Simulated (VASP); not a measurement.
# MgBeTe3 (Cm) in VASP: single point with PBE

Aim: the single point of MgBeTe3 with PBE.

Everything below comes from runs of VASP 6.6.1. Logs are shortened: lines on timing, memory, paths and dates and some standing lists are left out, and cuts for length are marked.

## (1) The cell of the first run

It takes space group Cm (No. 8, monoclinic). The conventional cell has a = 7.956 Å, b = 9.107 Å, c = 4.950 Å, α = 90.00°, β = 106.17°, γ = 90.00°. Mg (site symmetry m) has 6 Te at 2.84 to 3.38 Å within 3.7 Å. Be (site symmetry m) has 3 Te at 2.31 to 2.35 Å within 3.1 Å. Te (site symmetry 1) has 1 Be at 2.31 Å and 1 Mg at 2.86 Å within 3.1 Å. Te (site symmetry m) has 1 Be at 2.35 Å and 2 Mg at 2.84 to 2.86 Å within 3.1 Å.

## (2) Single point, PBE

Contents of INCAR:

```
SYSTEM = MgBeTe3
PREC = Accurate ; ENCUT = 520
EDIFF = 1E-6 ; ISMEAR = 0
SIGMA = 0.1 ; LREAL = .False.
LASPH = .True. ; NELM = 80
ALGO = Normal ; ISIF = 2
LWAVE = .False. ; LCHARG = .True.
GGA = PE ; LELF = .True.
LVHAR = .True. ; NBANDS = 19
```

Contents of KPOINTS:

```
regular mesh
0
Gamma
  4 4 4
  0 0 0
```

Contents of POSCAR:

```
MgBeTe3
1.0
    3.9423978615     -4.5534245981      0.5300042634
    3.9423978615      4.5534245981      0.5300042634
    0.7328831963      0.0000000000      4.8956219831
Mg Be Te
1 1 3
Direct
    0.5137084008      0.5137084008      0.4613541568
    0.0220375903      0.0220375903      0.1807201546
    0.6386878781     -0.0009923252      0.3738375469
    0.3296204660      0.3296204660      1.0461075448
   -0.0009923252      0.6386878781      0.3738375469
```

Potentials or basis: VASP PAW PBE potentials, release 64 (Mg, Be, Te).

Started as:

```console
$ cat potpaw_PBE.64/Mg/POTCAR potpaw_PBE.64/Be/POTCAR potpaw_PBE.64/Te/POTCAR > POTCAR
$ mpirun -np 1 vasp_std > vasp.out
```

OUTCAR:

```text
SYSTEM = MgBeTe3
   PREC = Accurate
   ENCUT = 520
   EDIFF = 1E-6
   ISMEAR = 0
   LREAL = .False.
   LASPH = .True.
   NELM = 80
   ISIF = 2
   GGA = PE

 ion  position               nearest neighbor table
   1  0.514  0.514  0.461-   4 2.84   4 2.86   3 2.86   5 2.86   3 3.38   5 3.38
   2  0.022  0.022  0.181-   3 2.31   5 2.31   4 2.35
   3  0.639  0.999  0.374-   2 2.31   1 2.86   5 3.28   4 3.32   1 3.38
   4  0.330  0.330  0.046-   2 2.35   1 2.84   1 2.86   5 3.32   3 3.32
   5  0.999  0.639  0.374-   2 2.31   1 2.86   3 3.28   4 3.32   1 3.38

  LATTYP: Found a base centered monoclinic cell.
 ALAT       =     7.9557288585
 B/A-ratio  =     1.1446907453
 C/A-ratio  =     0.6222151449
 COS(beta)  =    -0.2785019988

  Lattice vectors:

 A1 = (  -3.9423978615,   4.5534245981,  -0.5300042634)
 A2 = (  -3.9423978615,  -4.5534245981,  -0.5300042634)
 A3 = (   0.7328831963,   0.0000000000,   4.8956219831)

Analysis of symmetry for initial positions (statically):
=====================================================================
 Subroutine PRICEL returns:
 Original cell was already a primitive cell.

 Routine SETGRP: Setting up the symmetry group for a
 base centered monoclinic supercell.

 Subroutine GETGRP returns: Found  2 space group operations
 (whereof  2 operations were pure point group operations)
 out of a pool of  4 trial point group operations.

The static configuration has the point symmetry C_1h.

Analysis of symmetry for dynamics (positions and initial velocities):
=====================================================================
 Subroutine PRICEL returns:
 Original cell was already a primitive cell.

 Routine SETGRP: Setting up the symmetry group for a
 base centered monoclinic supercell.

 Subroutine GETGRP returns: Found  2 space group operations
 (whereof  2 operations were pure point group operations)
 out of a pool of  4 trial point group operations.

The dynamic configuration has the point symmetry C_1h.

 Subroutine INISYM returns: Found  2 space group operations
 (whereof  2 operations are pure point group operations),
 and found     1 'primitive' translations

----------------------------------------------------------------------------------------

                                     Primitive cell

  volume of cell :     172.2293

  direct lattice vectors                    reciprocal lattice vectors
     3.942397861 -4.553424598  0.530004263     0.129431230 -0.109807462 -0.019376082
     3.942397861  4.553424598  0.530004263     0.129431230  0.109807462 -0.019376082
     0.732883196  0.000000000  4.895621983    -0.028024674  0.000000000  0.208459480

  length of vectors
     6.046245197  6.046245197  4.950174985     0.170837802  0.170837802  0.210334821

  position of ions in fractional coordinates (direct lattice)
     0.513708401  0.513708401  0.461354157
     0.022037590  0.022037590  0.180720155
     0.638687878  0.999007675  0.373837547
     0.329620466  0.329620466  0.046107545
     0.999007675  0.638687878  0.373837547

  ion indices of the primitive-cell ions
   primitive index   ion index
                 1           1
                 2           2
                 3           3
                 4           4
                 5           5

----------------------------------------------------------------------------------------

 KPOINTS: regular mesh

Automatic generation of k-mesh.
 Grid dimensions read from file:
 generate k-points for:    4    4    4

 Generating k-lattice:

  Cartesian coordinates                     Fractional coordinates (reciprocal lattice)
     0.032357808 -0.027451866 -0.004844021     0.250000000 -0.000000000  0.000000000
     0.032357808  0.027451866 -0.004844021    -0.000000000  0.250000000  0.000000000
    -0.007006168  0.000000000  0.052114870    -0.000000000 -0.000000000  0.250000000

  Length of vectors
     0.042709451  0.042709451  0.052583705

  Shift w.r.t. Gamma in fractional coordinates (k-lattice)
     0.000000000  0.000000000  0.000000000

 Subroutine IBZKPT returns following result:
 ===========================================

 Found     24 irreducible k-points:

 Following reciprocal coordinates:
            Coordinates               Weight
  0.000000  0.000000  0.000000      1.000000
  0.250000 -0.000000  0.000000      4.000000
  0.500000 -0.000000  0.000000      2.000000
  0.250000  0.250000  0.000000      2.000000
  0.500000  0.250000  0.000000      4.000000
 -0.250000  0.250000  0.000000      2.000000
[... 16 lines left out ...]
 -0.250000  0.250000  0.500000      2.000000
  0.500000  0.500000  0.500000      1.000000
   k-points           NKPTS =     24   k-points in BZ     NKDIM =     24   number of bands    NBANDS=     19
   number of dos      NEDOS =    301   number of ions     NIONS =      5
   total plane-waves  NPLWV =  92160
   dimension x,y,z NGX =    48 NGY =   48 NGZ =   40
   dimension x,y,z NGXF=    96 NGYF=   96 NGZF=   80
   ions per type =               1   1   3
   NGX,Y,Z   is equivalent  to a cutoff of  13.20, 13.20, 13.43 a.u.
   NGXF,Y,Z  is equivalent  to a cutoff of  26.40, 26.40, 26.87 a.u.
 SYSTEM =  MgBeTe3
   PREC   = accura    normal or accurate (medium, high low for compatibility)
   ISTART =      0    job   : 0-new  1-cont  2-samecut
   ICHARG =      2    charge: 1-file 2-atom 10-const
   ISPIN  =      1    spin polarized calculation?
   LNONCOLLINEAR =      F non collinear calculations
   LSORBIT =      F    spin-orbit coupling
   LASPH  =      T    aspherical Exc in radial PAW
   ENCUT  =  520.0 eV  38.22 Ry    6.18 a.u.  11.24 11.24  9.20*2*pi/ulx,y,z
   NELM   =     80;   NELMIN=  2; NELMDL= -5     # of ELM steps
   EDIFF  = 0.1E-05   stopping-criterion for ELM
   LREAL  =      F    real-space projection
   EDIFFG = 0.1E-04   stopping-criterion for IOM
   NSW    =      0    number of steps for IOM
   IBRION =     -1    ionic relax: 0-MD 1-quasi-New 2-CG
   NFREE  =      0    steps in history (QN), initial steepest desc. (CG)
   ISIF   =      2    stress and relaxation
   ISYM   =      2    0-nonsym 1-usesym 2-fastsym
   POTIM  = 0.5000    time-step for ionic-motion
   TEBEG  =    0.0;   TEEND  =   0.0 temperature during run
   PSTRESS=    0.0 pullay stress
   NELECT =      22.0000    total number of electrons
   NUPDOWN=      -1.0000    fix difference up-down
   EMIN   =  10.00;   EMAX   =-10.00  energy-range for DOS
   EFERMI =   0.00;   METHOD = LEGACY
   ISMEAR =     0;   SIGMA  =   0.10  broadening in eV -4-tet -1-fermi 0-gaus
   EFERMI_NEDOS =   21; number of points for ismear=-14 and -15
   IALGO  =     38    algorithm
   IMIX   =      4    mixing-type and parameters
     AMIX     =   0.40;   BMIX     =  1.00
     AMIX_MAG =   1.60;   BMIX_MAG =  1.00
  volume/ion in A,a.u.               =      34.45       232.45
  Fermi-wavevector in a.u.,A,eV,Ry     =   0.824480  1.558041  9.248793  0.679767
  Thomas-Fermi vector in A             =   1.936172
   LORBIT       =      0    0 simple, 1 ext, 2 COOP (PROOUT), +10 PAW based schemes
   GGA     = PE    functional components
   LHFCALC =     F    Hartree Fock is set to
   AEXX    =    0.0000 exact exchange contribution
   IVDW    =     0    specifies the selected vdW correction
   LEPSILON=     F    determine dielectric tensor
   LRPA    =     F    only Hartree local field effects (RPA)
 non-spin polarized calculation
 Gauss-broadening in eV      SIGMA  =   0.10
  energy-cutoff  :      520.00
  volume of cell :      172.23
 maximum number of plane-waves:      4654
 NGX is ok and might be reduce to    48
   NGX = 23   NGY = 23   NGZ = 19

 number of electron      22.0000000 magnetization

 Free energy of the ion-electron system (eV)
  ---------------------------------------------------
  ext. energy  EPLUGINS =         0.00000000
  ---------------------------------------------------
  free energy    TOTEN  =       -15.64097616 eV

  energy without entropy =      -15.64085743  energy(sigma->0) =      -15.64091680

 E-fermi :   2.9229     XC(G=0):  -7.7483

 val. band max:        2.7325638531   @ k =   0.5000  -0.0000   0.0000
 cond. band min:       3.1128092766   @ k =  -0.2500   0.2500   0.0000
 fundamental gap:      0.3802454235
 Fermi energy:         2.9229380789

 k-point     1 :       0.0000    0.0000    0.0000
  band No.  band energies     occupation
      1      -9.0248      2.00000
      2      -7.6857      2.00000
      3      -7.0868      2.00000
      4      -1.3799      2.00000
      5      -0.7874      2.00000
      6      -0.2585      2.00000
[... 11 lines left out ...]
     18       8.3636      0.00000
     19       8.9231      0.00000

 k-point     2 :       0.2500   -0.0000    0.0000
  band No.  band energies     occupation
      1      -8.8773      2.00000
      2      -7.9610      2.00000
      3      -7.0003      2.00000
      4      -1.5050      2.00000
      5      -1.0335      2.00000
      6       0.0283      2.00000
[... 11 lines left out ...]
     18       8.1652      0.00000
     19       8.4756      0.00000

 k-point     3 :       0.5000   -0.0000    0.0000
  band No.  band energies     occupation
      1      -8.5469      2.00000
      2      -8.3889      2.00000
      3      -6.9432      2.00000
      4      -1.6531      2.00000
      5      -0.8452      2.00000
      6      -0.4471      2.00000
[... 11 lines left out ...]
     18       8.1221      0.00000
     19       8.5006      0.00000

 k-point     4 :       0.2500    0.2500    0.0000
  band No.  band energies     occupation
      1      -8.7897      2.00000
      2      -7.8649      2.00000
      3      -7.3017      2.00000
      4      -1.2156      2.00000
      5      -0.9159      2.00000
      6      -0.1162      2.00000
[... 407 lines left out ...]
     18       8.4608      0.00000
     19       8.9932      0.00000

 k-point    23 :      -0.2500    0.2500    0.5000
  band No.  band energies     occupation
      1      -8.4807      2.00000
      2      -8.1924      2.00000
      3      -7.0033      2.00000
      4      -1.4756      2.00000
      5      -1.4434      2.00000
      6      -0.6777      2.00000
[... 11 lines left out ...]
     18       8.4638      0.00000
     19       9.3337      0.00000

 k-point    24 :       0.5000    0.5000    0.5000
  band No.  band energies     occupation
      1      -8.4394      2.00000
      2      -7.9240      2.00000
      3      -7.3968      2.00000
      4      -2.0819      2.00000
      5      -1.4292      2.00000
      6      -0.1842      2.00000
[... 11 lines left out ...]
     18       7.9975      0.00000
     19       9.3814      0.00000

------------------------ aborting loop because EDIFF is reached ----------------------------------------

  FORCE on cell =-STRESS in cart. coord.  units (eV):
  Direction    XX          YY          ZZ          XY          YZ          ZX
  --------------------------------------------------------------------------------------
  -------------------------------------------------------------------------------------
  Total        0.0423267      0.0572828     -0.0363095      0.0000000      0.0000000     -0.0342308
  in kB        0.3937479      0.5328782     -0.3377724      0.0000000      0.0000000     -0.3184353
  external PRESSURE =       0.1962846 kB  Pullay stress =       0.0000000 kB

 VOLUME and BASIS-vectors are now :
 -----------------------------------------------------------------------------
  energy-cutoff  :      520.00
  volume of cell :      172.23
      direct lattice vectors                 reciprocal lattice vectors
     3.942397861 -4.553424598  0.530004263     0.129431230 -0.109807462 -0.019376082
     3.942397861  4.553424598  0.530004263     0.129431230  0.109807462 -0.019376082
     0.732883196  0.000000000  4.895621983    -0.028024674  0.000000000  0.208459480

 POSITION                                       TOTAL-FORCE (eV/Angst)
 -----------------------------------------------------------------------------------
      4.38860      0.00000      2.80315        -0.009157      0.000000     -0.001933
      0.30621      0.00000      0.90810         0.007385      0.000000      0.003122
      6.73043      1.64069      2.69815        -0.013153      0.030566      0.001960
      2.63278      0.00000      0.57513         0.028078      0.000000     -0.005108
      6.73043     -1.64069      2.69815        -0.013153     -0.030566      0.001960
 -----------------------------------------------------------------------------------
    total drift:                               -0.000184     -0.000000     -0.000722

  FREE ENERGIE OF THE ION-ELECTRON SYSTEM (eV)
  ---------------------------------------------------
  free  energy   TOTEN  =       -15.6409761633 eV

  energy  without entropy=      -15.6408574320  energy(sigma->0) =      -15.64091680
```

It took 40 s on 1 thread of Intel Xeon Platinum 8559C (Emerald Rapids), shared host; peak memory 0.32 GiB.

Results:

```yaml
Free_energy: -15.6410 eV
Pressure: 0.0 GPa
Largest_force: 0.033 eV/Å
Band_gap_on_the_k_mesh: 0.38 eV, indirect (least direct gap 0.42 eV)
```

Forces in eV/Å, atoms in the order of the input:
```
Mg  -0.009  0.000 -0.002
Be   0.007  0.000  0.003
Te  -0.013  0.031  0.002
Te   0.028  0.000 -0.005
Te  -0.013 -0.031  0.002
```

Stress tensor (GPa, compression positive):
```
 0.04  0.00 -0.03
 0.00  0.05  0.00
-0.03  0.00 -0.03
```

Caveat: spin-orbit coupling is left out, which moves the levels of the heavy elements.
